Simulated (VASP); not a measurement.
Crystal: Mn3SnN.

```
Mn Sn N
1.0
     3.87894    0.00000    0.00000
     0.00000    3.87894    0.00000
     0.00000    0.00000    3.87894
Mn Sn N
3 1 1
Direct
  0.00000 0.50000 0.50000
  0.50000 0.50000 0.00000
  0.50000 0.00000 0.50000
  0.00000 0.00000 0.00000
  0.50000 0.50000 0.50000
```

Base run:

* Program: VASP 6.6.1
* Functional: PBEsol
* Potentials or basis: VASP PAW PBE potentials, release 64 (Mn_pv, Sn_d, N)
* Cutoff: 520 eV
* k mesh: 5 × 5 × 5
* Occupations: fermi-dirac, width 0.1 eV
* Spin: collinear spin, ferromagnetic start
* Starting moments: [4.0, 4.0, 4.0, 0.0, 0.0] μB

Its results: pressure -9.6 GPa; net moment 2.85 μB per cell; site moments Mn +1.01; Sn -0.11; N -0.08 μB.

Task: The run is repeated on the same cell with these changes: k mesh from 5 × 5 × 5 to 3 × 3 × 3. What comes out?

Result: Pressure -9.0 GPa; net moment 3.02 μB per cell; site moments Mn +1.06; Sn -0.11; N -0.08 μB.

Caveats: some runs use coarse meshes; the PAW data sets were made with another functional, which shifts forces and pressure a little; only a ferromagnetic start was run, and an antiferromagnetic order may lie lower in energy; the cell stands under tension (at least some runs).
